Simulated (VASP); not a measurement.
# Au (an interface model) in VASP: notebook

The runs below take Au (an interface model) through single point, with PBE.

All numbers are computed with VASP 6.6.1; they aren't measurements. Logs are shortened: lines on timing, memory, paths and dates and some standing lists are left out, and cuts for length are marked.

## 1. The cell of the first run

The cell holds layers of an interface, 11 atoms: a = 2.940 Å, b = 2.940 Å, c = 26.868 Å, α = 90.00°, β = 90.00°, γ = 120.00°.

## 2. Single point, PBE

Input file INCAR:

```
PREC = Accurate
ENCUT = 520
EDIFF = 1E-6
ISMEAR = 0
SIGMA = 0.1
LREAL = False
LASPH = True
NELM = 100
ALGO = Normal
ISIF = 2
LWAVE = False
LCHARG = False
GGA = PE
NBANDS = 72
```

Input file KPOINTS:

```
Automatic mesh
0
Gamma
  15 15 2
```

Input file POSCAR:

```
Au
1.0
    2.9402301150      0.0000000000      0.0000000000
   -1.4701150575      2.5463139726      0.0000000000
    0.0000000000      0.0000000000     26.8682284886
Au
11
Direct
    0.3333333333      0.6666666667      1.0000000000
    0.6666666667      0.3333333333      0.0899544788
    1.0000000000      1.0000000000      0.1795261019
    0.3333333333      0.6666666667      0.2691065253
    0.6666666667      0.3333333333      0.3586614875
    1.0000000000      1.0000000000      0.4485731470
    0.6666666667      0.3333333333      0.9100455212
    1.0000000000      1.0000000000      0.8204738981
    0.3333333333      0.6666666667      0.7308934747
    0.6666666667      0.3333333333      0.6413385125
    1.0000000000      1.0000000000      0.5514268530
```

Potentials or basis: VASP PAW PBE potentials, release 64 (Au).

The run is started by

```console
$ cat potpaw_PBE.64/Au/POTCAR > POTCAR
$ mpirun -np 1 vasp_std > vasp.out
```

OUTCAR:

```text
PREC = Accurate
   ENCUT = 520
   EDIFF = 1E-6
   ISMEAR = 0
   LREAL = False
   LASPH = True
   NELM = 100
   ISIF = 2
   GGA = PE

 ion  position               nearest neighbor table
   1  0.333  0.667  0.000-   2 2.95   7 2.95   2 2.95   7 2.95   2 2.95   7 2.95
   2  0.667  0.333  0.090-   3 2.95   3 2.95   3 2.95   1 2.95   1 2.95   1 2.95
   3  0.000  0.000  0.180-   2 2.95   2 2.95   2 2.95   4 2.95   4 2.95   4 2.95
   4  0.333  0.667  0.269-   5 2.94   5 2.94   5 2.94   3 2.95   3 2.95   3 2.95
   5  0.667  0.333  0.359-   4 2.94   4 2.94   4 2.94   6 2.95   6 2.95   6 2.95
   6  0.000  0.000  0.449-  11 2.76   5 2.95   5 2.95   5 2.95
   7  0.667  0.333  0.910-   8 2.95   8 2.95   8 2.95   1 2.95   1 2.95   1 2.95
   8  0.000  0.000  0.820-   7 2.95   7 2.95   7 2.95   9 2.95   9 2.95   9 2.95
   9  0.333  0.667  0.731-  10 2.94  10 2.94  10 2.94   8 2.95   8 2.95   8 2.95
  10  0.667  0.333  0.641-   9 2.94   9 2.94   9 2.94  11 2.95  11 2.95  11 2.95
  11  0.000  0.000  0.551-   6 2.76  10 2.95  10 2.95  10 2.95

  LATTYP: Found a hexagonal cell.
 ALAT       =     2.9402301150
 C/A-ratio  =     9.1381379816

  Lattice vectors:

 A1 = (   2.9402301150,   0.0000000000,   0.0000000000)
 A2 = (  -1.4701150575,   2.5463139726,   0.0000000000)
 A3 = (   0.0000000000,   0.0000000000,  26.8682284886)

Analysis of symmetry for initial positions (statically):
=====================================================================
 Subroutine PRICEL returns:
 Original cell was already a primitive cell.

 Routine SETGRP: Setting up the symmetry group for a
 hexagonal supercell.

 Subroutine GETGRP returns: Found 12 space group operations
 (whereof 12 operations were pure point group operations)
 out of a pool of 24 trial point group operations.

The static configuration has the point symmetry D_3h.

Analysis of symmetry for dynamics (positions and initial velocities):
=====================================================================
 Subroutine PRICEL returns:
 Original cell was already a primitive cell.

 Routine SETGRP: Setting up the symmetry group for a
 hexagonal supercell.

 Subroutine GETGRP returns: Found 12 space group operations
 (whereof 12 operations were pure point group operations)
 out of a pool of 24 trial point group operations.

The dynamic configuration has the point symmetry D_3h.

 Subroutine INISYM returns: Found 12 space group operations
 (whereof 12 operations are pure point group operations),
 and found     1 'primitive' translations

----------------------------------------------------------------------------------------

                                     Primitive cell

  volume of cell :     201.1557

  direct lattice vectors                    reciprocal lattice vectors
     2.940230115  0.000000000  0.000000000     0.340109434  0.196362273  0.000000000
    -1.470115057  2.546313973  0.000000000     0.000000000  0.392724546  0.000000000
     0.000000000  0.000000000 26.868228489     0.000000000  0.000000000  0.037218680

  length of vectors
     2.940230115  2.940230115 26.868228489     0.392724546  0.392724546  0.037218680

  position of ions in fractional coordinates (direct lattice)
     0.333333333  0.666666667  0.000000000
     0.666666667  0.333333333  0.089954479
     0.000000000  0.000000000  0.179526102
     0.333333333  0.666666667  0.269106525
     0.666666667  0.333333333  0.358661488
     0.000000000  0.000000000  0.448573147
     0.666666667  0.333333333  0.910045521
     0.000000000  0.000000000  0.820473898
     0.333333333  0.666666667  0.730893475
     0.666666667  0.333333333  0.641338512
     0.000000000  0.000000000  0.551426853

  ion indices of the primitive-cell ions
   primitive index   ion index
                 1           1
                 2           2
                 3           3
                 4           4
                 5           5
                 6           6
                 7           7
                 8           8
                 9           9
                10          10
                11          11

----------------------------------------------------------------------------------------

 KPOINTS: Automatic mesh

Automatic generation of k-mesh.
 Grid dimensions read from file:
 generate k-points for:   15   15    2

 Generating k-lattice:

  Cartesian coordinates                     Fractional coordinates (reciprocal lattice)
     0.022673962  0.013090818  0.000000000     0.066666667  0.000000000  0.000000000
     0.000000000  0.026181636  0.000000000     0.000000000  0.066666667  0.000000000
     0.000000000  0.000000000  0.018609340     0.000000000  0.000000000  0.500000000

  Length of vectors
     0.026181636  0.026181636  0.018609340

  Shift w.r.t. Gamma in fractional coordinates (k-lattice)
     0.000000000  0.000000000  0.000000000

 Subroutine IBZKPT returns following result:
 ===========================================

 Found     54 irreducible k-points:

 Following reciprocal coordinates:
            Coordinates               Weight
  0.000000  0.000000  0.000000      1.000000
  0.066667 -0.000000  0.000000      6.000000
  0.133333  0.000000  0.000000      6.000000
  0.200000  0.000000  0.000000      6.000000
  0.266667  0.000000  0.000000      6.000000
  0.333333  0.000000  0.000000      6.000000
[... 16 lines left out ...]
  0.333333  0.200000  0.000000     12.000000
  0.400000  0.200000  0.000000      6.000000
 [... further k-points ...]
   k-points           NKPTS =     54   k-points in BZ     NKDIM =     54   number of bands    NBANDS=     72
   number of dos      NEDOS =    301   number of ions     NIONS =     11
   total plane-waves  NPLWV = 115200
   dimension x,y,z NGX =    24 NGY =   24 NGZ =  200
   dimension x,y,z NGXF=    48 NGYF=   48 NGZF=  400
   ions per type =              11
   NGX,Y,Z   is equivalent  to a cutoff of  13.57, 13.57, 12.37 a.u.
   NGXF,Y,Z  is equivalent  to a cutoff of  27.14, 27.14, 24.75 a.u.
 SYSTEM =  unknown system
   PREC   = accura    normal or accurate (medium, high low for compatibility)
   ISTART =      0    job   : 0-new  1-cont  2-samecut
   ICHARG =      2    charge: 1-file 2-atom 10-const
   ISPIN  =      1    spin polarized calculation?
   LNONCOLLINEAR =      F non collinear calculations
   LSORBIT =      F    spin-orbit coupling
   LASPH  =      T    aspherical Exc in radial PAW
   ENCUT  =  520.0 eV  38.22 Ry    6.18 a.u.   5.47  5.47 49.96*2*pi/ulx,y,z
   NELM   =    100;   NELMIN=  2; NELMDL= -5     # of ELM steps
   EDIFF  = 0.1E-05   stopping-criterion for ELM
   LREAL  =      F    real-space projection
   EDIFFG = 0.1E-04   stopping-criterion for IOM
   NSW    =      0    number of steps for IOM
   IBRION =     -1    ionic relax: 0-MD 1-quasi-New 2-CG
   NFREE  =      0    steps in history (QN), initial steepest desc. (CG)
   ISIF   =      2    stress and relaxation
   ISYM   =      2    0-nonsym 1-usesym 2-fastsym
   POTIM  = 0.5000    time-step for ionic-motion
   TEBEG  =    0.0;   TEEND  =   0.0 temperature during run
   PSTRESS=    0.0 pullay stress
   NELECT =     121.0000    total number of electrons
   NUPDOWN=      -1.0000    fix difference up-down
   EMIN   =  10.00;   EMAX   =-10.00  energy-range for DOS
   EFERMI =   0.00;   METHOD = LEGACY
   ISMEAR =     0;   SIGMA  =   0.10  broadening in eV -4-tet -1-fermi 0-gaus
   EFERMI_NEDOS =   21; number of points for ismear=-14 and -15
   IALGO  =     38    algorithm
   IMIX   =      4    mixing-type and parameters
     AMIX     =   0.40;   BMIX     =  1.00
     AMIX_MAG =   1.60;   BMIX_MAG =  1.00
  volume/ion in A,a.u.               =      18.29       123.41
  Fermi-wavevector in a.u.,A,eV,Ry     =   1.381951  2.611508 25.984236  1.909787
  Thomas-Fermi vector in A             =   2.506687
   LORBIT       =      0    0 simple, 1 ext, 2 COOP (PROOUT), +10 PAW based schemes
   GGA     = PE    functional components
   LHFCALC =     F    Hartree Fock is set to
   AEXX    =    0.0000 exact exchange contribution
   IVDW    =     0    specifies the selected vdW correction
   LEPSILON=     F    determine dielectric tensor
   LRPA    =     F    only Hartree local field effects (RPA)
 non-spin polarized calculation
 Gauss-broadening in eV      SIGMA  =   0.10
  energy-cutoff  :      520.00
  volume of cell :      201.16
 maximum number of plane-waves:      5523
 NGX is ok and might be reduce to    24
   NGX = 11   NGY = 11   NGZ = 99

 number of electron     120.9999985 magnetization

 Free energy of the ion-electron system (eV)
  ---------------------------------------------------
  ext. energy  EPLUGINS =         0.00000000
  ---------------------------------------------------
  free energy    TOTEN  =       -35.29614429 eV

  energy without entropy =      -35.28388010  energy(sigma->0) =      -35.29001220

 E-fermi :   8.3833     XC(G=0): -12.2877

 val. band max:        8.3729074221   @ k =   0.2667   0.2000   0.5000
 cond. band min:       8.3963443220   @ k =   0.0667   0.0667   0.0000
 fundamental gap:      0.0234368999
 Fermi energy:         8.3832969769

 k-point     1 :       0.0000    0.0000    0.0000
  band No.  band energies     occupation
      1      -0.8894      2.00000
      2      -0.6803      2.00000
      3      -0.4507      2.00000
      4       0.0853      2.00000
      5       0.2984      2.00000
      6       0.9932      2.00000
[... 64 lines left out ...]
     71      17.6680      0.00000
     72      17.9486      0.00000

 k-point     2 :       0.0667   -0.0000    0.0000
  band No.  band energies     occupation
      1      -0.7582      2.00000
      2      -0.5508      2.00000
      3      -0.3227      2.00000
      4       0.2105      2.00000
      5       0.4232      2.00000
      6       1.1177      2.00000
[... 1642 lines left out ...]
 k-point    24 :       0.4000    0.2000    0.0000
  band No.  band energies     occupation
      1       2.2052      2.00000
      2       2.2288      2.00000
      3       2.2986      2.00000
      4       2.3195      2.00000
      5       2.4701      2.00000
      6       2.5568      2.00000
[... 64 lines left out ...]
     71      13.2253      0.00000
     72      13.2666      0.00000

 [... further k-points ...]
[... 5 lines left out ...]
  --------------------------------------------------------------------------------------
  -------------------------------------------------------------------------------------
  Total       -2.7283742     -2.7283742     -0.2886116      0.0000000     -0.0000000      0.0000000
  in kB      -21.7311248    -21.7311248     -2.2987517      0.0000000     -0.0000000      0.0000000
  external PRESSURE =     -15.2536671 kB  Pullay stress =       0.0000000 kB

 VOLUME and BASIS-vectors are now :
 -----------------------------------------------------------------------------
  energy-cutoff  :      520.00
  volume of cell :      201.16
      direct lattice vectors                 reciprocal lattice vectors
     2.940230115  0.000000000  0.000000000     0.340109434  0.196362273  0.000000000
    -1.470115057  2.546313973  0.000000000     0.000000000  0.392724546  0.000000000
     0.000000000  0.000000000 26.868228489     0.000000000  0.000000000  0.037218680

 POSITION                                       TOTAL-FORCE (eV/Angst)
 -----------------------------------------------------------------------------------
     -0.00000      1.69754      0.00000         0.000000      0.000000     -0.000000
      1.47012      0.84877      2.41692        -0.000000      0.000000     -0.000013
      0.00000      0.00000      4.82355        -0.000000     -0.000000     -0.000396
     -0.00000      1.69754      7.23042         0.000000      0.000000      0.000051
      1.47012      0.84877      9.63660        -0.000000      0.000000      0.000775
      0.00000      0.00000     12.05237        -0.000000      0.000000     -0.003417
      1.47012      0.84877     24.45131        -0.000000      0.000000      0.000013
      0.00000      0.00000     22.04468        -0.000000     -0.000000      0.000396
     -0.00000      1.69754     19.63781         0.000000      0.000000     -0.000051
      1.47012      0.84877     17.23163        -0.000000     -0.000000     -0.000775
      0.00000      0.00000     14.81586        -0.000000      0.000000      0.003417
 -----------------------------------------------------------------------------------
    total drift:                               -0.000000      0.000000      0.000000

  FREE ENERGIE OF THE ION-ELECTRON SYSTEM (eV)
  ---------------------------------------------------
  free  energy   TOTEN  =       -35.2961442934 eV

  energy  without entropy=      -35.2838800987  energy(sigma->0) =      -35.29001220
```

Run time: 19 min. Hardware: 1 thread of Intel Xeon Platinum 8259CL at 2.50GHz (Skylake/Cascade Lake), shared host; peak memory 0.66 GiB.

Results:

```
Free energy   : -35.2961 eV
Pressure      : -1.5 GPa
Largest force : 0.003 eV/Å
```

Forces on the atoms (eV/Å):
```
Au   0.000  0.000  0.000
Au   0.000  0.000  0.000
Au   0.000  0.000  0.000
Au   0.000  0.000  0.000
Au   0.000  0.000  0.001
Au   0.000  0.000 -0.003
Au   0.000  0.000  0.000
Au   0.000  0.000  0.000
Au   0.000  0.000  0.000
Au   0.000  0.000 -0.001
Au   0.000  0.000  0.003
```

Caveat: spin-orbit coupling is left out, which moves the levels of the heavy elements.

## 3. Single point, PBE

This run uses another cell than the first one, of 19.61 Å³/atom, 1.072 times its volume.

Input file INCAR:

```
ALGO = Normal
EDIFF = 1E-6
ENCUT = 520
GGA = PE
ISIF = 2
ISMEAR = 0
LASPH = True
LCHARG = False
LREAL = False
LWAVE = False
NBANDS = 72
NELM = 100
PREC = Accurate
SIGMA = 0.1
```

Input file KPOINTS:

```
k-points
0
Gamma
  15 15 2
```

Input file POSCAR:

```
Au
1.0
    2.9402301150      0.0000000000      0.0000000000
   -1.4701150575      2.5463139726      0.0000000000
    0.0000000000      0.0000000000     28.8082540326
Au
11
Direct
    0.3333333333      0.6666666667      1.0000000000
    0.6666666667      0.3333333333      0.0834166667
    1.0000000000      1.0000000000      0.1667500000
    0.3333333333      0.6666666667      0.2500833333
    0.6666666667      0.3333333333      0.3334166667
    1.0000000000      1.0000000000      0.4167500000
    0.6666666667      0.3333333333      0.9165833333
    1.0000000000      1.0000000000      0.8332500000
    0.3333333333      0.6666666667      0.7499166667
    0.6666666667      0.3333333333      0.6665833333
    1.0000000000      1.0000000000      0.5832500000
```

Potentials or basis: VASP PAW PBE potentials, release 64 (Au).

The run is started by

```console
$ cat potpaw_PBE.64/Au/POTCAR > POTCAR
$ mpirun -np 1 vasp_std > vasp.out
```

Run time: 28 min. Hardware: 1 thread of Intel Xeon Platinum 8375C at 2.90GHz (Ice Lake), shared host; peak memory 0.7 GiB.

The run converged. Its results:

| Quantity | Value |
| --- | --- |
| Free energy | -34.7915 eV |
| Pressure | -1.4 GPa |
| Largest force | 0.109 eV/Å |

Forces on the atoms (eV/Å):
```
Au   0.000  0.000  0.000
Au   0.000  0.000  0.023
Au   0.000  0.000  0.001
Au   0.000  0.000  0.060
Au   0.000  0.000 -0.095
Au   0.000  0.000  0.109
Au   0.000  0.000 -0.023
Au   0.000  0.000 -0.001
Au   0.000  0.000 -0.060
Au   0.000  0.000  0.095
Au   0.000  0.000 -0.109
```

Stress tensor (GPa, compression positive):
```
-2.34  0.00  0.00
 0.00 -2.34  0.00
 0.00  0.00  0.36
```

Levels at points of the mesh, in eV from the Fermi level:
```
           k point  band 58  band 59  band 60  band 61  band 62  band 63  band 64  band 65  band 66  band 67
(0.00, 0.00, 0.00)    -2.30    -2.15    -2.15    -1.98    -1.98    -1.96    -1.96    -1.48    -0.61     0.36
(0.00, 0.00, 0.50)    -2.30    -2.15    -2.15    -1.98    -1.98    -1.96    -1.96    -1.67    -0.37     0.20
```

Caveat: spin-orbit coupling is left out, which moves the levels of the heavy elements.
